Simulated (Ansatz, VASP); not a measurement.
# W: VASP beside Ansatz

The input POSCAR:

```
W
1.0
   -1.6372325000      1.6372325000      1.5573675000
    1.6372325000     -1.6372325000      1.5573675000
    1.6372325000      1.6372325000     -1.5573675000
W
1
Direct
    0.0000000000      0.0000000000      0.0000000000
```

Contents of INCAR.step1:

```
SYSTEM = W
  PREC = Accurate
  ENCUT = 520
  ISMEAR = 0
  SIGMA = 0.15
  LREAL = .FALSE.
  LASPH = .TRUE.
  NELM = 100
  NBANDS = 13
  GGA = PE
  ALGO = Normal
  EDIFF = 1E-4
  LWAVE = .TRUE.
  LCHARG = .FALSE.
```

File INCAR.step2:

```
SYSTEM = W
  PREC = Accurate
  ENCUT = 520
  EDIFF = 1E-6
  ISMEAR = 0
  SIGMA = 0.15
  LREAL = .FALSE.
  LASPH = .TRUE.
  NELM = 100
  ALGO = Normal
  ISIF = 2
  LWAVE = .FALSE.
  LCHARG = .TRUE.
  METAGGA = R2SCAN
  LMIXTAU = .TRUE.
  LELF = .TRUE.
  LVHAR = .TRUE.
  NBANDS = 13
  ISTART = 1
```

KPOINTS

```
regular mesh
0
G
  20 20 20
  0 0 0
```

Input for Ansatz:

```yaml
crystal:
  lattice:
    - [-1.6372325, 1.6372325, 1.5573675]
    - [1.6372325, -1.6372325, 1.5573675]
    - [1.6372325, 1.6372325, -1.5573675]
  atoms:
    - { symbol: W, position: [0.0, 0.0, 0.0] }
basis:
  ecutwfc: 500
kpoints:
  mp_grid: { grid: [20, 20, 20] }
hamiltonian:
  xc: r2scan
scf:
  occupations: { method: gaussian, width: 0.15 }
output:
  forces: true
  stress: true
  eigenvalues: true
```

Change from the starting cell: strain +0.025 along x and y, -0.025 along z, atoms carried along.

Alike in both runs: task single point; functional r2SCAN; k mesh 20 × 20 × 20; occupations gaussian, width 0.15 eV; no spin polarisation.

|  | VASP | Ansatz |
| --- | --- | --- |
| version | VASP 6.6.1 | Ansatz 0.2.0 |
| potentials or method | VASP PAW PBE potentials, release 64 (W_sv), cutoff 520 eV | scalar-relativistic, plane waves, PAW |
| valence electrons in the cell | 14 | 14 |

```csv
,VASP,Ansatz,Ansatz less VASP
gap on the k mesh at the Fermi level (eV),none,none,-
pressure (GPa),-12.7,-13.7,-0.98
"traceless stress, the component that is largest in VASP (GPa)",11.01,11.03,+0.021
```

VASP's potentials were made for PBE, not for r2SCAN. A gap of «none» marks a metal or a gap that the smearing closes.

Neither program's run includes spin-orbit coupling.
